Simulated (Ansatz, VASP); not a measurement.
# Two plane-wave programs on AlRu

```
Al Ru
1.0
     2.98250    0.00000    0.00000
     0.00000    2.98250    0.00000
     0.00000    0.00000    2.98250
Al Ru
1 1
Cartesian
  0.0000 0.0000 0.0000
  1.4912 1.4912 1.4912
```

Alike in both runs: task relaxation of cell and atoms; functional r2SCAN; k mesh 18 × 18 × 18; occupations gaussian, width 0.1 eV; no spin polarisation.

|  | VASP | Ansatz |
| --- | --- | --- |
| version | VASP 6.6.1 | Ansatz 0.2.0 |
| potentials or method | VASP PAW PBE potentials, release 64 (Al, Ru_pv), cutoff 600 eV | scalar-relativistic, plane waves, PAW |
| valence electrons in the cell | 17 | 19 |

|  | VASP | Ansatz | Ansatz less VASP |
| --- | --- | --- | --- |
| gap on the k mesh at the Fermi level, each at its own relaxed structure (eV) | none | none | - |
| relaxed volume (Å³/atom) | 13.27 | 13.26 | -0.009 |
| relaxed length of the cell vector where the two differ most in proportion (Å) | 2.983 | 2.982 | -0.0007 |

VASP's potentials were made for PBE, not for r2SCAN. A gap of «none» marks a metal or a gap that the smearing closes. VASP's potentials hold 17 valence electrons a cell and Ansatz's 19, so a difference there can come from the potentials and not from the codes.
